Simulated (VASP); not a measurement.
## Nb: single point with PBEsol

Crystal: Nb.

```xyz
1
Lattice="-0.0635 2.0833 2.0833 2.0833 -0.0635 2.0833 2.0833 2.0833 -0.0635" Properties=species:S:1:pos:R:3 pbc="T T T"
Nb    0.0000    0.0000    0.0000
```

This cell differs from its parent crystal: equal xy, yz and zx shear strains of -3 %.

* Program: VASP 6.6.1
* Task: single point
* Functional: PBEsol
* Potentials or basis: VASP PAW PBE potentials, release 64 (Nb_sv)
* Cutoff: 520 eV
* k mesh: 13 × 13 × 13
* Occupations: fermi-dirac, width 0.08 eV
* Spin: no spin polarisation

The pressure is -7.1 GPa.

Stress tensor (GPa, compression positive):
```
-7.12 -0.98 -0.98
-0.98 -7.12 -0.98
-0.98 -0.98 -7.12
```

Levels at points of the mesh, in eV from the Fermi level:
| k point | band 2 | band 3 | band 4 | band 5 | band 6 | band 7 | band 8 | band 9 | band 10 | band 11 |
| --- | --- | --- | --- | --- | --- | --- | --- | --- | --- | --- |
| (0.00, 0.00, 0.00) | -30.11 | -30.11 | -30.00 | -6.20 | -0.11 | -0.11 | 0.62 | 2.74 | 2.74 | 11.85 |

Run time: 16 s on 1 thread of Intel(R) Xeon(R) 6975P-C (Granite Rapids), with other jobs on the host, peak memory 0.17 GiB.

Caveat: the cell differs from its parent crystal (equal xy, yz and zx shear strains of -3 %); the PAW data sets were made with another functional, which shifts forces and pressure a little.
